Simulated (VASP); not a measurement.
# MnO2 (P-3m1) in VASP: further runs, part 2 of 2

VASP 6.6.1.

### 3 Single point, LDA+U, collinear spin, ferromagnetic start

File INCAR:

```
PREC = Accurate
ENCUT = 520
EDIFF = 1E-7
ISMEAR = -1
SIGMA = 0.03
LREAL = False
LASPH = True
NELM = 150
ALGO = Normal
ISIF = 2
LWAVE = False
LCHARG = False
ISPIN = 2
MAGMOM = 4 0 0
LORBIT = 11
LMAXMIX = 4
LDAU = True
LDAUTYPE = 2
LDAUL = 2 -1
LDAUU = 4.5 0
LDAUJ = 0 0
LDAUPRINT = 1
NBANDS = 24
```

File KPOINTS:

```
Automatic mesh
0
Gamma
  11 11 6
```

File POSCAR:

```
MnO2
1.0
    2.8565781804      0.0000000000      0.0000000000
   -1.4282890902      2.4738692722      0.0000000000
    0.0000000000      0.0000000000      4.6013740589
Mn O
1 2
Direct
    0.0000000000      0.0000000000      0.5000000000
    0.6666666667      0.3333333333      0.2937074300
    0.3333333333      0.6666666667      0.7062925700
```

Potentials or basis: VASP PAW LDA potentials, release 64 (Mn_pv, O).

Started as:

```console
$ cat potpaw_LDA.64/Mn_pv/POTCAR potpaw_LDA.64/O/POTCAR > POTCAR
$ mpirun -np 1 vasp_std > vasp.out
```

OUTCAR:

```text
PREC = Accurate
   ENCUT = 520
   EDIFF = 1E-7
   ISMEAR = -1
   LREAL = False
   LASPH = True
   NELM = 150
   ISIF = 2
   ISPIN = 2
   LORBIT = 11

 ion  position               nearest neighbor table
   1  0.000  0.000  0.500-   2 1.90   3 1.90   2 1.90   3 1.90   2 1.90   3 1.90
   2  0.667  0.333  0.294-   1 1.90   1 1.90   1 1.90
   3  0.333  0.667  0.706-   1 1.90   1 1.90   1 1.90

  LATTYP: Found a hexagonal cell.
 ALAT       =     2.8565781804
 C/A-ratio  =     1.6107992739

  Lattice vectors:

 A1 = (   2.8565781804,   0.0000000000,   0.0000000000)
 A2 = (  -1.4282890902,   2.4738692722,   0.0000000000)
 A3 = (   0.0000000000,   0.0000000000,   4.6013740589)

Analysis of symmetry for initial positions (statically):
=====================================================================
 Subroutine PRICEL returns:
 Original cell was already a primitive cell.

 Routine SETGRP: Setting up the symmetry group for a
 hexagonal supercell.

 Subroutine GETGRP returns: Found 12 space group operations
 (whereof 12 operations were pure point group operations)
 out of a pool of 24 trial point group operations.

The static configuration has the point symmetry D_3d.

Analysis of symmetry for dynamics (positions and initial velocities):
=====================================================================
 Subroutine PRICEL returns:
 Original cell was already a primitive cell.

 Routine SETGRP: Setting up the symmetry group for a
 hexagonal supercell.

 Subroutine GETGRP returns: Found 12 space group operations
 (whereof 12 operations were pure point group operations)
 out of a pool of 24 trial point group operations.

The dynamic configuration has the point symmetry D_3d.

Analysis of structural, dynamic, and magnetic symmetry:
=====================================================================
 Subroutine PRICEL returns:
 Original cell was already a primitive cell.

 Routine SETGRP: Setting up the symmetry group for a
 hexagonal supercell.

 Subroutine GETGRP returns: Found 12 space group operations
 (whereof 12 operations were pure point group operations)
 out of a pool of 24 trial point group operations.

The overall configuration has the point symmetry D_3d.

 Subroutine INISYM returns: Found 12 space group operations
 (whereof 12 operations are pure point group operations),
 and found     1 'primitive' translations

----------------------------------------------------------------------------------------

                                     Primitive cell

  volume of cell :      32.5170

  direct lattice vectors                    reciprocal lattice vectors
     2.856578180  0.000000000  0.000000000     0.350069187  0.202112539  0.000000000
    -1.428289090  2.473869272  0.000000000     0.000000000  0.404225078  0.000000000
[... 119 lines left out ...]
   IVDW    =     0    specifies the selected vdW correction
   LEPSILON=     F    determine dielectric tensor
   LRPA    =     F    only Hartree local field effects (RPA)
 spin polarized calculation
  energy-cutoff  :      520.00
  volume of cell :       32.52
 maximum number of plane-waves:       890
 NGX is ok and might be reduce to    24
   NGX = 11   NGY = 11   NGZ = 17

atom =   1  type =  1  l = 2

 onsite density matrix

spin component  1

  0.7951  0.0000  0.0000  0.2003  0.0000
  0.0000  0.7267  0.0000  0.0000  0.2003
  0.0000  0.0000  0.9627 -0.0000  0.0000
  0.2003  0.0000 -0.0000  0.7267 -0.0000
  0.0000  0.2003  0.0000 -0.0000  0.7951

spin component  2

  0.1999 -0.0000 -0.0000 -0.1187 -0.0000
 -0.0000  0.2188 -0.0000 -0.0000 -0.1187
 -0.0000 -0.0000  0.0868  0.0000  0.0000
 -0.1187 -0.0000  0.0000  0.2188 -0.0000
 -0.0000 -0.1187  0.0000 -0.0000  0.1999

 occupancies and eigenvectors

  o =  0.0868  v =  0.0000  0.0000  0.0000  0.0000  0.0000 -0.0000  0.0000 -1.0000 -0.0000  0.0000      0.0000  0.0000  0.0000  0.0000  0.0000  0.0000  0.0000  0.0000  0.0000  0.0000
  o =  0.0903  v =  0.0000  0.0000  0.0000  0.0000  0.0000  0.7346  0.0000  0.0000  0.6785  0.0000      0.0000  0.0000  0.0000  0.0000  0.0000  0.0000  0.0000  0.0000  0.0000  0.0000
  o =  0.0903  v =  0.0000  0.0000  0.0000  0.0000  0.0000 -0.0000  0.6785  0.0000 -0.0000  0.7346      0.0000  0.0000  0.0000  0.0000  0.0000  0.0000  0.0000  0.0000  0.0000  0.0000
  o =  0.3284  v =  0.0000  0.0000  0.0000  0.0000  0.0000  0.6785 -0.0000 -0.0000 -0.7346  0.0000      0.0000  0.0000  0.0000  0.0000  0.0000  0.0000  0.0000  0.0000  0.0000  0.0000
  o =  0.3284  v =  0.0000  0.0000  0.0000  0.0000  0.0000  0.0000  0.7346 -0.0000 -0.0000 -0.6785      0.0000  0.0000  0.0000  0.0000  0.0000  0.0000  0.0000  0.0000  0.0000  0.0000
  o =  0.5577  v = -0.6449  0.0000  0.0000  0.7642  0.0000  0.0000  0.0000  0.0000  0.0000  0.0000      0.0000  0.0000  0.0000  0.0000  0.0000  0.0000  0.0000  0.0000  0.0000  0.0000
  o =  0.5577  v =  0.0000 -0.7642 -0.0000  0.0000  0.6449  0.0000  0.0000  0.0000  0.0000  0.0000      0.0000  0.0000  0.0000  0.0000  0.0000  0.0000  0.0000  0.0000  0.0000  0.0000
  o =  0.9627  v =  0.0000  0.0000 -1.0000  0.0000  0.0000  0.0000  0.0000  0.0000  0.0000  0.0000      0.0000  0.0000  0.0000  0.0000  0.0000  0.0000  0.0000  0.0000  0.0000  0.0000
  o =  0.9641  v = -0.7642 -0.0000 -0.0000 -0.6449 -0.0000  0.0000  0.0000  0.0000  0.0000  0.0000      0.0000  0.0000  0.0000  0.0000  0.0000  0.0000  0.0000  0.0000  0.0000  0.0000
  o =  0.9641  v =  0.0000 -0.6449 -0.0000  0.0000 -0.7642  0.0000  0.0000  0.0000  0.0000  0.0000      0.0000  0.0000  0.0000  0.0000  0.0000  0.0000  0.0000  0.0000  0.0000  0.0000

 number of electron      24.9999998 magnetization       3.0000360

 Free energy of the ion-electron system (eV)
  ---------------------------------------------------
  ext. energy  EPLUGINS =         0.00000000
  ---------------------------------------------------
  free energy    TOTEN  =       -23.02029440 eV

  energy without entropy =      -23.02029440  energy(sigma->0) =      -23.02029440

 E-fermi :   2.9688     XC(G=0): -11.4345

 val. band max:        2.3355121126   @ k =  -0.0909   0.2727   0.1667
 cond. band min:       4.1279297556   @ k =   0.0000   0.2727   0.3333
 fundamental gap:      1.7924176430
 Fermi energy:         2.9688218801

 spin component 1

 k-point     1 :       0.0000    0.0000    0.0000
  band No.  band energies     occupation
      1     -47.1829      1.00000
      2     -47.1829      1.00000
      3     -47.1555      1.00000
      4     -16.3154      1.00000
      5     -13.8148      1.00000
      6      -4.1774      1.00000
[... 1289 lines left out ...]
     23      24.3290      0.00000
     24      26.0601      0.00000

 [... further k-points ...]

------------------------ aborting loop because EDIFF is reached ----------------------------------------

  FORCE on cell =-STRESS in cart. coord.  units (eV):
  Direction    XX          YY          ZZ          XY          YZ          ZX
  --------------------------------------------------------------------------------------
  -------------------------------------------------------------------------------------
  Total       -0.3310914     -0.3310914     -0.5348672      0.0000000     -0.0000000      0.0000000
  in kB      -16.3135350    -16.3135350    -26.3539753      0.0000000     -0.0000000      0.0000000
  external PRESSURE =     -19.6603485 kB  Pullay stress =       0.0000000 kB

 VOLUME and BASIS-vectors are now :
 -----------------------------------------------------------------------------
  energy-cutoff  :      520.00
  volume of cell :       32.52
      direct lattice vectors                 reciprocal lattice vectors
     2.856578180  0.000000000  0.000000000     0.350069187  0.202112539  0.000000000
    -1.428289090  2.473869272  0.000000000     0.000000000  0.404225078  0.000000000
     0.000000000  0.000000000  4.601374059     0.000000000  0.000000000  0.217326387

 POSITION                                       TOTAL-FORCE (eV/Angst)
 -----------------------------------------------------------------------------------
      0.00000      0.00000      2.30069        -0.000000      0.000000      0.000000
      1.42829      0.82462      1.35146        -0.000000     -0.000000      0.156931
     -0.00000      1.64925      3.24992         0.000000      0.000000     -0.156931
 -----------------------------------------------------------------------------------
    total drift:                               -0.000000      0.000000      0.000000

  FREE ENERGIE OF THE ION-ELECTRON SYSTEM (eV)
  ---------------------------------------------------
  free  energy   TOTEN  =       -23.0202944047 eV

  energy  without entropy=      -23.0202944047  energy(sigma->0) =      -23.02029440

 total charge

# of ion       s       p       d       tot
------------------------------------------
    1        0.366   6.487   4.896  11.750
    2        1.571   3.407   0.000   4.978
    3        1.571   3.407   0.000   4.978
--------------------------------------------------
tot          3.508  13.301   4.896  21.706

 magnetization (x)

# of ion       s       p       d       tot
------------------------------------------
    1        0.029   0.037   3.079   3.145
    2        0.002  -0.090   0.000  -0.088
    3        0.002  -0.090   0.000  -0.088
--------------------------------------------------
tot          0.032  -0.143   3.079   2.969
```

stdout:

```text
POSCAR found type information on POSCAR MnO
 POSCAR found :  2 types and       3 ions
 scaLAPACK will be used
 LDA part: xc-table for (Slater(with rela. corr.)+CA(PZ))
 , standard interpolation
 POSCAR, INCAR and KPOINTS ok, starting setup
 FFT: planning ... GRIDC
 FFT: planning ... GRID_SOFT
 FFT: planning ... GRID
 WAVECAR not read
 entering main loop
```

It took 68 s on 1 thread of AMD EPYC 9R45 (Zen 5), shared host; peak memory 0.18 GiB.

What came out:

```
Free energy                                           : -23.0203 eV
Pressure                                              : -2.0 GPa
Largest force                                         : 0.157 eV/Å
Band gap on the k mesh                                : 1.79 eV (least direct gap 1.95 eV)
Net moment                                            : 3.00 μB per cell
Site moments                                          : Mn +3.15; O -0.09 μB
Valence electrons inside the program's atomic spheres : Mn 11.75; O 4.98
```

Forces on the atoms (eV/Å):
```
Mn   0.000  0.000  0.000
O    0.000  0.000  0.157
O    0.000  0.000 -0.157
```

Stress tensor (GPa, compression positive):
```
-1.63  0.00  0.00
 0.00 -1.63  0.00
 0.00  0.00 -2.64
```

Levels at points of the mesh, in eV from the valence-band top:
Spin up:
| k point | band 11 | band 12 | band 13 | band 14 | band 15 | band 16 | band 17 | band 18 |
| --- | --- | --- | --- | --- | --- | --- | --- | --- |
| (0.00, 0.00, 0.00) | -0.85 | -0.61 | -0.61 | -0.31 | 3.24 | 3.24 | 7.65 | 10.84 |
| (0.00, 0.00, 0.50) | -1.71 | -0.65 | -0.65 | -0.27 | 3.29 | 3.29 | 9.74 | 10.01 |
Spin down:
| k point | band 7 | band 8 | band 9 | band 10 | band 11 | band 12 | band 13 | band 14 | band 15 | band 16 |
| --- | --- | --- | --- | --- | --- | --- | --- | --- | --- | --- |
| (0.00, 0.00, 0.00) | -4.11 | -4.11 | -0.71 | -0.71 | -0.39 | 2.75 | 2.75 | 4.19 | 5.32 | 5.32 |
| (0.00, 0.00, 0.50) | -4.09 | -3.62 | -1.78 | -0.75 | -0.75 | 2.74 | 2.74 | 4.26 | 5.36 | 5.36 |

Eigenvalues of the final occupation matrices:
```csv
site,spin,trace,eigenvalues
site 1 d,1,4.01,0.56 0.56 0.96 0.96 0.96
site 1 d,2,0.92,0.09 0.09 0.09 0.33 0.33
```

Caveat: a cell with one magnetic atom can't hold antiferromagnetic order, which such compounds often take. A k mesh can miss the band edges.
